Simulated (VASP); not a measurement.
Write the native input for VASP 6.6.1 that does the following.

```yaml
Task: single point
Functional: PBE
Potentials_or_basis: VASP PAW PBE potentials, release 64 (Zr_sv, Ti_sv, C)
Cutoff: 520 eV
k_mesh: 6 × 6 × 6
Occupations: gaussian, width 0.1 eV
Spin: no spin polarisation
Dipole_correction: no
Further_INCAR_settings: ALGO = Normal; EDIFF = 1e-06; NBANDS = 51
```

The structure of Zr2Ti3C5 lies in POSCAR:

```
Zr2Ti3C5
1.0
   -1.5912130369      2.2575584971      7.9222762185
    1.5912130369     -2.2575584971      7.9222762185
    1.5912130369      2.2575584971     -7.9222762185
Zr Ti C
2 3 5
Direct
    0.1971639277      0.1971639277      0.0000000000
    0.8028360723      0.8028360723      0.0000000000
    0.4042536270      0.4042536270      0.0000000000
    0.0000000000      0.0000000000      0.0000000000
    0.5957463730      0.5957463730      0.0000000000
    0.9063031222      0.4063031222      0.5000000000
    0.5000000000      0.0000000000      0.5000000000
    0.0936968778      0.5936968778      0.5000000000
    0.6941306600      0.1941306600      0.5000000000
    0.3058693400      0.8058693400      0.5000000000
```

These files were run (other wordings do the same):

INCAR

```
  ALGO = Normal
  EDIFF = 1E-6
  ENCUT = 520
  GGA = PE
  ISIF = 2
  ISMEAR = 0
  LASPH = True
  LCHARG = True
  LELF = True
  LREAL = False
  LVHAR = True
  LWAVE = False
  NBANDS = 51
  NELM = 60
  PREC = Accurate
  SIGMA = 0.1
```

KPOINTS

```
k-points
0
Gamma
  6 6 6
```

Potentials or basis: VASP PAW PBE potentials, release 64 (Zr_sv, Ti_sv, C).

The run is started by

```bash
$ cat potpaw_PBE.64/Zr_sv/POTCAR potpaw_PBE.64/Ti_sv/POTCAR potpaw_PBE.64/C/POTCAR > POTCAR
$ mpirun -np 1 vasp_std > vasp.out
```

Results of the run:

```
Pressure               : 0.1 GPa
Largest force          : 0.004 eV/Å
Band gap on the k mesh : zero (bands 40 and 41 overlap by 1.02 eV)
```

Wall time 21 min on 1 thread of Intel(R) Xeon(R) Platinum 8259CL CPU @ 2.50GHz (Skylake/Cascade Lake), on a shared host, peak memory 0.68 GiB.
